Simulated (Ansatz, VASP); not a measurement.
Two plane-wave programs on GaP

```
CELL_PARAMETERS angstrom
0.00000 2.69566 2.69566
2.69566 0.00000 2.69566
2.69566 2.69566 0.00000
ATOMIC_POSITIONS crystal
Ga 0.00000 0.00000 0.00000
P 0.75000 0.75000 0.75000
```

Alike in both runs: task single point; functional LDA; k mesh 8 × 8 × 8; occupations gaussian, width 0.01 eV; no spin polarisation.

```csv
,VASP,Ansatz
version,VASP 6.6.1,Ansatz 0.2.0
potentials or method,"VASP PAW LDA potentials, release 64 (Ga_d, P), cutoff 500 eV","scalar-relativistic, plane waves, PAW"
valence electrons in the cell,18,18
```

```csv
,VASP,Ansatz,Ansatz less VASP
gap on the k mesh at the Fermi level (eV),1.43,1.43,+0.001
least direct gap on the mesh (eV),1.91,1.88,-0.029
pressure (GPa),0.1,0.0,-0.08
```

LDA's correlation is that of Perdew and Zunger in VASP and of Perdew and Wang (1992) in Ansatz.
